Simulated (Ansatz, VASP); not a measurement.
**Ga in VASP and in Ansatz**

INCAR

```
SYSTEM = Ga
PREC = Accurate
ENCUT = 520
EDIFF = 1E-7
ISMEAR = -1
SIGMA = 0.05
LREAL = .False.
LASPH = .True.
NELM = 150
ALGO = Normal
ISIF = 2
LWAVE = .False.
LCHARG = .True.
MAGMOM = 0 0 0
LORBIT = 11
LSORBIT = .True.
GGA_COMPAT = .False.
LORBMOM = .True.
GGA = PS
LVHAR = .True.
NBANDS = 24
```

Contents of KPOINTS:

```
regular mesh
0
Gamma
  13 13 13
  0 0 0
```

The input POSCAR:

```
Ga
1.0
   -1.3843987196      1.3843987196      2.3112238365
    1.3843987196     -1.3843987196      2.3112238365
    1.3843987196      1.3843987196     -2.3112238365
Ga
1
Direct
    0.0000000000      0.0000000000      0.0000000000
```

The input input.yaml:

```yaml
crystal:
  lattice:
    - [-1.3843987196, 1.3843987196, 2.3112238365]
    - [1.3843987196, -1.3843987196, 2.3112238365]
    - [1.3843987196, 1.3843987196, -2.3112238365]
  atoms:
    - { symbol: Ga, position: [0.0, 0.0, 0.0] }
hamiltonian:
  xc: pbesol
  pseudopotentials: { kind: paw_fr }
magnetization:
  noncollinear: true
  spin_orbit: true
kpoints:
  mp_grid: { grid: [13, 13, 13] }
  band_path:
    path:
      - [[0.0, 0.0, 0.0], [0.0, 0.0, 0.5], [-0.1793941871, 0.1793941871, 0.5], [-0.3396970935, 0.3396970935, 0.3396970935], [0.0, 0.0, 0.0], [0.5, 0.5, -0.5], [0.3396970935, 0.6603029065, -0.3396970935], [0.0, 0.5, 0.0], [0.25, 0.25, 0.25], [0.5, 0.5, -0.1793941871], [0.5, 0.5, -0.5]]
      - [[0.0, 0.0, 0.5], [0.25, 0.25, 0.25]]
    npoints: 14
scf:
  occupations: { method: fermi_dirac, width: 0.05 }
  n_extra_bands: 6
output:
  forces: true
  stress: true
  eigenvalues: true
  fatbands: false
```

Alike in both runs: functional PBEsol; k mesh 13 × 13 × 13; occupations fermi-dirac, width 0.05 eV; non-collinear spin, spin-orbit coupling.

```csv
,VASP,Ansatz
version,VASP 6.6.1,Ansatz 0.2.0
potentials or method,"VASP PAW PBE potentials, release 64 (Ga_d)",Ansatz PAW
plane-wave cutoff (eV),520,420
valence electrons in the cell,13,13
task,single point,band structure
```

Ansatz gave:

| Item | Value |
| --- | --- |
| pressure (GPa) | -0.3 |
| traceless stress, the component that is largest in VASP (GPa) | -0.11 |

Question: Estimate VASP's values.

Answer: Pressure (GPa): -0.3; traceless stress, the component that is largest in VASP (GPa): -0.12.

VASP's potentials were made for PBE, not for PBEsol. The functional is the same, so the differences come from potentials, cutoffs and numerics.
